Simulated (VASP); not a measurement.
LiCl, 2 atoms in the cell. Symmetry: Fm-3m, No. 225, cubic system. The conventional cell has a = 5.045 Å, b = 5.045 Å, c = 5.045 Å, α = 90.00°, β = 90.00°, γ = 90.00°. Li (site symmetry m-3m) has 6 Cl at 2.52 Å within 3.3 Å. Within 3.3 Å of Cl (site symmetry m-3m) lie 6 Li at 2.52 Å.  This cell differs from its parent crystal: volume changed by -6%.

- Program: VASP 6.6.1
- Task: single point
- Functional: PBE
- Potentials or basis: VASP PAW PBE potentials, release 64 (Li_sv, Cl)
- Cutoff: 520 eV
- k mesh: 8 × 8 × 8
- Occupations: gaussian, width 0.01 eV
- Spin: no spin polarisation
- Dipole correction: no
- Further INCAR settings: ALGO = Normal; EDIFF = 1e-06; NBANDS = 12

Potentials or basis: VASP PAW PBE potentials, release 64 (Li_sv, Cl).

Command:

```sh
$ cat potpaw_PBE.64/Li_sv/POTCAR potpaw_PBE.64/Cl/POTCAR > POTCAR
$ mpirun -np 1 vasp_std > vasp.out
```

Hardware: 1 thread of Intel(R) Xeon(R) Platinum 8488C (Sapphire Rapids), on a shared host.

Task: Estimate the wall time of this run.

Result: It took 15 s on 1 thread of Intel(R) Xeon(R) Platinum 8488C (Sapphire Rapids), on a shared host, peak memory 0.15 GiB. Counts: scf iterations 12, k points 29.
